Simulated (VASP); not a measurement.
# SrCl2 (Fm-3m) in VASP: a series of runs

The runs below take SrCl2 through single point, with PBE+D4, PBE, PBE+D3(BJ).

Program: VASP 6.6.1. These are calculated values, not measurements. Logs are shortened: lines on timing, memory, paths and dates and some standing lists are left out, and cuts for length are marked.

## (1) The cell of the first run

Symmetry: Fm-3m, No. 225, cubic system. Conventional cell: a = 6.995 Å, b = 6.995 Å, c = 6.995 Å, α = 90.00°, β = 90.00°, γ = 90.00°. Sr (site symmetry m-3m) has 8 Cl at 3.03 Å within 4.0 Å. Within 4.0 Å of Cl (site symmetry -43m) lie 4 Sr at 3.03 Å and 6 Cl at 3.50 Å.

## (2) Single point, PBE+D4

INCAR reads:

```
SYSTEM = SrCl2
ALGO     = Normal         ! electronic algorithm
EDIFF    = 1E-6           ! SCF threshold, eV
ENCUT    = 520            ! plane-wave cutoff, eV
GGA      = PE             ! functional
ISIF     = 2              ! what is computed and relaxed
ISMEAR   = 0              ! smearing method
IVDW     = 13             ! dispersion correction
LASPH    = .True.         ! aspherical terms in the spheres
LCHARG   = .True.         ! write CHGCAR
LELF     = .True.         ! ELF
LREAL    = .False.        ! projectors in reciprocal space
LVHAR    = .True.       
LWAVE    = .False.        ! write WAVECAR
NBANDS   = 19             ! bands
NELM     = 60             ! most SCF steps
PREC     = Accurate       ! precision mode
SIGMA    = 0.01           ! smearing width, eV
```

KPOINTS reads:

```
k-points
0
Gamma
  4 4 4
  0 0 0
```

POSCAR reads:

```
SrCl2
1.0
    0.0000000000      3.4977180859      3.4977180859
    3.4977180859      0.0000000000      3.4977180859
    3.4977180859      3.4977180859      0.0000000000
Sr Cl
1 2
Direct
    0.0000000000      0.0000000000      0.0000000000
    0.2500000000      0.2500000000      0.2500000000
    0.7500000000      0.7500000000      0.7500000000
```

Potentials or basis: VASP PAW PBE potentials, release 64 (Sr_sv, Cl).

On the command line:

```console
$ cat potpaw_PBE.64/Sr_sv/POTCAR potpaw_PBE.64/Cl/POTCAR > POTCAR
$ mpirun -np 1 vasp_std > vasp.out
```

OUTCAR:

```text
SYSTEM = SrCl2
   EDIFF = 1E-6
   ENCUT = 520
   GGA = PE
   ISIF = 2
   ISMEAR = 0
   IVDW = 13
   LASPH = .True.
   LREAL = .False.
   NELM = 60
   PREC = Accurate

 ion  position               nearest neighbor table
   1  0.000  0.000  0.000-   3 3.03   3 3.03   3 3.03   2 3.03   2 3.03   2 3.03   3 3.03   2 3.03

   2  0.250  0.250  0.250-   1 3.03   1 3.03   1 3.03   1 3.03
   3  0.750  0.750  0.750-   1 3.03   1 3.03   1 3.03   1 3.03

  LATTYP: Found a face centered cubic cell.
 ALAT       =     6.9954361718

  Lattice vectors:

 A1 = (   0.0000000000,   3.4977180859,   3.4977180859)
 A2 = (   3.4977180859,   0.0000000000,   3.4977180859)
 A3 = (   3.4977180859,   3.4977180859,   0.0000000000)

Analysis of symmetry for initial positions (statically):
=====================================================================
 Subroutine PRICEL returns:
 Original cell was already a primitive cell.

 Routine SETGRP: Setting up the symmetry group for a
 face centered cubic supercell.

 Subroutine GETGRP returns: Found 48 space group operations
 (whereof 48 operations were pure point group operations)
 out of a pool of 48 trial point group operations.

The static configuration has the point symmetry O_h .

Analysis of symmetry for dynamics (positions and initial velocities):
=====================================================================
 Subroutine PRICEL returns:
 Original cell was already a primitive cell.

 Routine SETGRP: Setting up the symmetry group for a
 face centered cubic supercell.

 Subroutine GETGRP returns: Found 48 space group operations
 (whereof 48 operations were pure point group operations)
 out of a pool of 48 trial point group operations.

The dynamic configuration has the point symmetry O_h .

 Subroutine INISYM returns: Found 48 space group operations
 (whereof 48 operations are pure point group operations),
 and found     1 'primitive' translations

----------------------------------------------------------------------------------------

                                     Primitive cell

  volume of cell :      85.5824

  direct lattice vectors                    reciprocal lattice vectors
     0.000000000  3.497718086  3.497718086    -0.142950343  0.142950343  0.142950343
     3.497718086  0.000000000  3.497718086     0.142950343 -0.142950343  0.142950343
     3.497718086  3.497718086  0.000000000     0.142950343  0.142950343 -0.142950343

  length of vectors
     4.946520354  4.946520354  4.946520354     0.247597257  0.247597257  0.247597257

  position of ions in fractional coordinates (direct lattice)
     0.000000000  0.000000000  0.000000000
     0.250000000  0.250000000  0.250000000
     0.750000000  0.750000000  0.750000000

  ion indices of the primitive-cell ions
   primitive index   ion index
                 1           1
                 2           2
                 3           3

----------------------------------------------------------------------------------------

 KPOINTS: k-points

Automatic generation of k-mesh.
 Grid dimensions read from file:
 generate k-points for:    4    4    4

 Generating k-lattice:

  Cartesian coordinates                     Fractional coordinates (reciprocal lattice)
    -0.035737586  0.035737586  0.035737586     0.250000000  0.000000000  0.000000000
     0.035737586 -0.035737586  0.035737586     0.000000000  0.250000000  0.000000000
     0.035737586  0.035737586 -0.035737586     0.000000000  0.000000000  0.250000000

  Length of vectors
     0.061899314  0.061899314  0.061899314

  Shift w.r.t. Gamma in fractional coordinates (k-lattice)
     0.000000000  0.000000000  0.000000000

 Subroutine IBZKPT returns following result:
 ===========================================

 Found      8 irreducible k-points:

 Following reciprocal coordinates:
            Coordinates               Weight
  0.000000  0.000000  0.000000      1.000000
  0.250000  0.000000  0.000000      8.000000
  0.500000  0.000000  0.000000      4.000000
  0.250000  0.250000  0.000000      6.000000
  0.500000  0.250000  0.000000     24.000000
 -0.250000  0.250000  0.000000     12.000000
  0.500000  0.500000  0.000000      3.000000
 -0.250000  0.500000  0.250000      6.000000
   k-points           NKPTS =      8   k-points in BZ     NKDIM =      8   number of bands    NBANDS=     19
   number of dos      NEDOS =    301   number of ions     NIONS =      3
   total plane-waves  NPLWV =  64000
   dimension x,y,z NGX =    40 NGY =   40 NGZ =   40
   dimension x,y,z NGXF=    80 NGYF=   80 NGZF=   80
   ions per type =               1   2
   NGX,Y,Z   is equivalent  to a cutoff of  13.44, 13.44, 13.44 a.u.
   NGXF,Y,Z  is equivalent  to a cutoff of  26.89, 26.89, 26.89 a.u.
 SYSTEM =  SrCl2
   PREC   = accura    normal or accurate (medium, high low for compatibility)
   ISTART =      0    job   : 0-new  1-cont  2-samecut
   ICHARG =      2    charge: 1-file 2-atom 10-const
   ISPIN  =      1    spin polarized calculation?
   LNONCOLLINEAR =      F non collinear calculations
   LSORBIT =      F    spin-orbit coupling
   LASPH  =      T    aspherical Exc in radial PAW
   ENCUT  =  520.0 eV  38.22 Ry    6.18 a.u.   9.20  9.20  9.20*2*pi/ulx,y,z
   NELM   =     60;   NELMIN=  2; NELMDL= -5     # of ELM steps
   EDIFF  = 0.1E-05   stopping-criterion for ELM
   LREAL  =      F    real-space projection
   EDIFFG = 0.1E-04   stopping-criterion for IOM
   NSW    =      0    number of steps for IOM
   IBRION =     -1    ionic relax: 0-MD 1-quasi-New 2-CG
   NFREE  =      0    steps in history (QN), initial steepest desc. (CG)
   ISIF   =      2    stress and relaxation
   ISYM   =      2    0-nonsym 1-usesym 2-fastsym
   POTIM  = 0.5000    time-step for ionic-motion
   TEBEG  =    0.0;   TEEND  =   0.0 temperature during run
   PSTRESS=    0.0 pullay stress
   NELECT =      24.0000    total number of electrons
   NUPDOWN=      -1.0000    fix difference up-down
   EMIN   =  10.00;   EMAX   =-10.00  energy-range for DOS
   EFERMI =   0.00;   METHOD = LEGACY
   ISMEAR =     0;   SIGMA  =   0.01  broadening in eV -4-tet -1-fermi 0-gaus
   EFERMI_NEDOS =   21; number of points for ismear=-14 and -15
   IALGO  =     38    algorithm
   IMIX   =      4    mixing-type and parameters
     AMIX     =   0.40;   BMIX     =  1.00
     AMIX_MAG =   1.60;   BMIX_MAG =  1.00
  volume/ion in A,a.u.               =      28.53       192.51
  Fermi-wavevector in a.u.,A,eV,Ry     =   1.071562  2.024958 15.622809  1.148244
  Thomas-Fermi vector in A             =   2.207306
   LORBIT       =      0    0 simple, 1 ext, 2 COOP (PROOUT), +10 PAW based schemes
   GGA     = PE    functional components
   LHFCALC =     F    Hartree Fock is set to
   AEXX    =    0.0000 exact exchange contribution
   IVDW    =    13    specifies the selected vdW correction
   LEPSILON=     F    determine dielectric tensor
   LRPA    =     F    only Hartree local field effects (RPA)
 non-spin polarized calculation
 Gauss-broadening in eV      SIGMA  =   0.01
  energy-cutoff  :      520.00
  volume of cell :       85.58
 maximum number of plane-waves:      2332
 NGX is ok and might be reduce to    40
   NGX = 19   NGY = 19   NGZ = 19

 number of electron      24.0000002 magnetization

 Free energy of the ion-electron system (eV)
  ---------------------------------------------------
  ext. energy  EPLUGINS =         0.00000000
  ---------------------------------------------------
  free energy    TOTEN  =       -12.78644161 eV

  energy without entropy =      -12.78644161  energy(sigma->0) =      -12.78644161

 E-fermi :   0.1596     XC(G=0):  -8.2483

 val. band max:        0.1001320335   @ k =   0.5000   0.5000   0.0000
 cond. band min:       5.4071321215   @ k =   0.0000   0.0000   0.0000
 fundamental gap:      5.3070000881
 Fermi energy:         0.1595855821

 k-point     1 :       0.0000    0.0000    0.0000
  band No.  band energies     occupation
      1     -32.8135      2.00000
      2     -14.8017      2.00000
      3     -14.8017      2.00000
      4     -14.8017      2.00000
      5     -13.1803      2.00000
      6     -12.3466      2.00000
[... 11 lines left out ...]
     18       9.1219      0.00000
     19       9.3660      0.00000

 k-point     2 :       0.2500    0.0000    0.0000
  band No.  band energies     occupation
      1     -32.8120      2.00000
      2     -14.9544      2.00000
      3     -14.8083      2.00000
      4     -14.8083      2.00000
      5     -12.9141      2.00000
      6     -12.4454      2.00000
[... 11 lines left out ...]
     18       8.6991      0.00000
     19       9.6684      0.00000

 k-point     3 :       0.5000    0.0000    0.0000
  band No.  band energies     occupation
      1     -32.8105      2.00000
      2     -15.0712      2.00000
      3     -14.8149      2.00000
      4     -14.8149      2.00000
      5     -12.7888      2.00000
      6     -12.4272      2.00000
[... 11 lines left out ...]
     18       8.6829      0.00000
     19       8.8229      0.00000

 k-point     4 :       0.2500    0.2500    0.0000
  band No.  band energies     occupation
      1     -32.8115      2.00000
      2     -14.9893      2.00000
      3     -14.8174      2.00000
      4     -14.8174      2.00000
      5     -12.8001      2.00000
      6     -12.5000      2.00000
[... 11 lines left out ...]
     18       8.5246      0.00000
     19       9.1512      0.00000

 k-point     5 :       0.5000    0.2500    0.0000
  band No.  band energies     occupation
      1     -32.8100      2.00000
      2     -15.0503      2.00000
      3     -14.8874      2.00000
      4     -14.8240      2.00000
      5     -12.6333      2.00000
      6     -12.5070      2.00000
[... 11 lines left out ...]
     18       8.9689      0.00000
     19       9.7226      0.00000

 k-point     6 :      -0.2500    0.2500    0.0000
  band No.  band energies     occupation
      1     -32.8105      2.00000
      2     -14.9992      2.00000
      3     -14.9048      2.00000
      4     -14.8149      2.00000
      5     -12.6740      2.00000
      6     -12.5196      2.00000
[... 11 lines left out ...]
     18       8.6004      0.00000
     19       9.9590      0.00000

 k-point     7 :       0.5000    0.5000    0.0000
  band No.  band energies     occupation
      1     -32.8095      2.00000
      2     -15.1299      2.00000
      3     -14.8332      2.00000
      4     -14.8332      2.00000
      5     -12.6432      2.00000
      6     -12.4485      2.00000
[... 11 lines left out ...]
     18       8.7310      0.00000
     19       9.9526      0.00000

 k-point     8 :      -0.2500    0.5000    0.2500
  band No.  band energies     occupation
      1     -32.8095      2.00000
      2     -14.9895      2.00000
      3     -14.9895      2.00000
      4     -14.8335      2.00000
      5     -12.5380      2.00000
      6     -12.5380      2.00000
[... 11 lines left out ...]
     18       9.5331      0.00000
     19      10.7105      0.00000

------------------------ aborting loop because EDIFF is reached ----------------------------------------

  DFT-D4 for vdW energy calculation

  Edisp (eV):   -0.57657

  FORCE on cell =-STRESS in cart. coord.  units (eV):
  Direction    XX          YY          ZZ          XY          YZ          ZX
  --------------------------------------------------------------------------------------
  -------------------------------------------------------------------------------------
  Total      -0.17527    -0.17527    -0.17527     0.00000     0.00000    -0.00000
  in kB      -3.28126    -3.28126    -3.28126     0.00000     0.00000    -0.00000
  external pressure =       -3.28 kB  Pullay stress =        0.00 kB

 VOLUME and BASIS-vectors are now :
 -----------------------------------------------------------------------------
  energy-cutoff  :      520.00
  volume of cell :       85.58
      direct lattice vectors                 reciprocal lattice vectors
     0.000000000  3.497718086  3.497718086    -0.142950343  0.142950343  0.142950343
     3.497718086  0.000000000  3.497718086     0.142950343 -0.142950343  0.142950343
     3.497718086  3.497718086  0.000000000     0.142950343  0.142950343 -0.142950343

 POSITION                                       TOTAL-FORCE (eV/Angst)
 -----------------------------------------------------------------------------------
      0.00000      0.00000      0.00000        -0.000000      0.000000      0.000000
      1.74886      1.74886      1.74886        -0.000000     -0.000000     -0.000000
      5.24658      5.24658      5.24658         0.000000     -0.000000      0.000000
 -----------------------------------------------------------------------------------
    total drift:                               -0.000000     -0.000000      0.000000

  FREE ENERGIE OF THE ION-ELECTRON SYSTEM (eV)
  ---------------------------------------------------
  free  energy   TOTEN  =       -13.3630120017 eV

  energy  without entropy=      -13.3630120017  energy(sigma->0) =      -13.36301200
```

It took 11 s on 1 thread of Intel Xeon 6975P-C (Granite Rapids), shared host; peak memory 0.23 GiB.

What came out:

```yaml
Free_energy: -13.3630 eV
Pressure: -0.3 GPa
Band_gap_on_the_k_mesh: 5.31 eV (least direct gap 5.51 eV)
Dispersion_energy_per_atom: -0.192 eV
```

Levels at points of the mesh, in eV from the valence-band top:
| k point | band 8 | band 9 | band 10 | band 11 | band 12 | band 13 | band 14 | band 15 | band 16 | band 17 |
| --- | --- | --- | --- | --- | --- | --- | --- | --- | --- | --- |
| (0.00, 0.00, 0.00) | -2.10 | -2.10 | -0.33 | -0.33 | -0.33 | 5.31 | 6.10 | 6.10 | 9.02 | 9.02 |
| (0.50, 0.00, 0.00) | -1.54 | -1.48 | -1.30 | -1.04 | -1.04 | 6.70 | 6.70 | 7.48 | 7.86 | 8.58 |
| (0.50, 0.50, 0.00) | -1.86 | -1.86 | -0.40 | -0.40 | 0.00 | 5.51 | 7.02 | 7.58 | 7.98 | 7.98 |

## (3) Single point, PBE

INCAR reads:

```
PREC     = Accurate       # precision mode
ENCUT    = 520            # plane-wave cutoff, eV
EDIFF    = 1E-7           # SCF threshold, eV
ISMEAR   = 1              # smearing method
SIGMA    = 0.001          # smearing width, eV
LREAL    = F              # projectors in reciprocal space
LASPH    = T              # aspherical terms in the spheres
NELM     = 100            # most SCF steps
ALGO     = Normal         # electronic algorithm
ISIF     = 2              # what is computed and relaxed
LWAVE    = F              # write WAVECAR
LCHARG   = F              # write CHGCAR
GGA      = PE             # functional
NBANDS   = 19             # bands
```

KPOINTS reads:

```
Automatic mesh
0
Gamma
  4 4 4
```

POSCAR is that of step 2.

Potentials or basis: VASP PAW PBE potentials, release 64 (Sr_sv, Cl).

On the command line:

```console
$ cat potpaw_PBE.64/Sr_sv/POTCAR potpaw_PBE.64/Cl/POTCAR > POTCAR
$ mpirun -np 1 vasp_std > vasp.out
```

Run time: 8.8 s. Hardware: 1 thread of Intel Xeon 6975P-C (Granite Rapids), shared host; peak memory 0.23 GiB.

It converged, with:

| Property | Result |
| --- | --- |
| Free energy | -12.7864 eV |
| Pressure | 0.8 GPa |
| Band gap on the k mesh | 5.31 eV (least direct gap 5.51 eV) |

Levels at points of the mesh, in eV from the valence-band top:
| k point | band 9 | band 10 | band 11 | band 12 | band 13 | band 14 | band 15 | band 16 |
| --- | --- | --- | --- | --- | --- | --- | --- | --- |
| (0.00, 0.00, 0.00) | -2.10 | -0.33 | -0.33 | -0.33 | 5.31 | 6.10 | 6.10 | 9.02 |
| (0.50, 0.00, 0.00) | -1.48 | -1.30 | -1.04 | -1.04 | 6.70 | 6.70 | 7.48 | 7.86 |
| (0.50, 0.50, 0.00) | -1.86 | -0.40 | -0.40 | 0.00 | 5.51 | 7.02 | 7.58 | 7.98 |

A k mesh can miss the band edges.

## (4) Single point, PBE+D3(BJ)

INCAR reads:

```
ALGO = Normal
EDIFF = 1E-6
ENCUT = 520
GGA = PE
ISIF = 2
ISMEAR = 0
IVDW = 12
LASPH = True
LCHARG = False
LREAL = False
LWAVE = False
NBANDS = 19
NELM = 100
PREC = Accurate
SIGMA = 0.01
```

KPOINTS reads:

```
k-points
0
Gamma
  4 4 4
```

POSCAR is that of step 3.

On the command line:

```console
$ cat potpaw_PBE.64/Sr_sv/POTCAR potpaw_PBE.64/Cl/POTCAR > POTCAR
$ mpirun -np 1 vasp_std > vasp.out
```

Run time: 9.5 s. Hardware: 1 thread of Intel Xeon 6975P-C (Granite Rapids), shared host; peak memory 0.24 GiB.

It converged, with:

| Property | Result |
| --- | --- |
| Free energy | -13.4453 eV |
| Pressure | -0.5 GPa |
| Band gap on the k mesh | 5.31 eV (least direct gap 5.51 eV) |
| Dispersion energy per atom | -0.220 eV |

Levels at points of the mesh, in eV from the valence-band top:
```
           k point  band 9  band 10  band 11  band 12  band 13  band 14  band 15  band 16
(0.00, 0.00, 0.00)   -2.10    -0.33    -0.33    -0.33     5.31     6.10     6.10     9.02
(0.50, 0.00, 0.00)   -1.48    -1.30    -1.04    -1.04     6.70     6.70     7.48     7.86
(0.50, 0.50, 0.00)   -1.86    -0.40    -0.40     0.00     5.51     7.02     7.58     7.98
```

[end of part 1 of 2]
